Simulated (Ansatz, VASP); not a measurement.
# Two plane-wave programs on K3Ag

```
K Ag
1.0
     5.48886    0.00000    0.00000
     0.00000    5.48886    0.00000
     0.00000    0.00000    6.40194
K Ag
3 1
Direct
  0.50000 0.00000 0.00000
  0.00000 0.50000 0.00000
  0.00000 0.00000 0.50000
  0.50000 0.50000 0.50000
```

Alike in both runs: task single point; functional LDA; k mesh 6 × 6 × 6; occupations methfessel-paxton of order 1, width 0.15 eV; no spin polarisation.

```csv
,VASP,Ansatz
version,VASP 6.6.1,Ansatz 0.2.0
potentials or method,"VASP PAW LDA potentials, release 64 (K_sv, Ag), cutoff 520 eV","plane waves, PAW"
valence electrons in the cell,38,46
```

|  | VASP | Ansatz | Ansatz less VASP |
| --- | --- | --- | --- |
| pressure (GPa) | -1.1 | -1.1 | +0.01 |
| traceless stress, the component that is largest in VASP (GPa) | -0.51 | -0.51 | +0.002 |

LDA's correlation is that of Perdew and Zunger in VASP and of Perdew and Wang (1992) in Ansatz. VASP's potentials hold 38 valence electrons a cell and Ansatz's 46, so a difference there can come from the potentials and not from the codes.
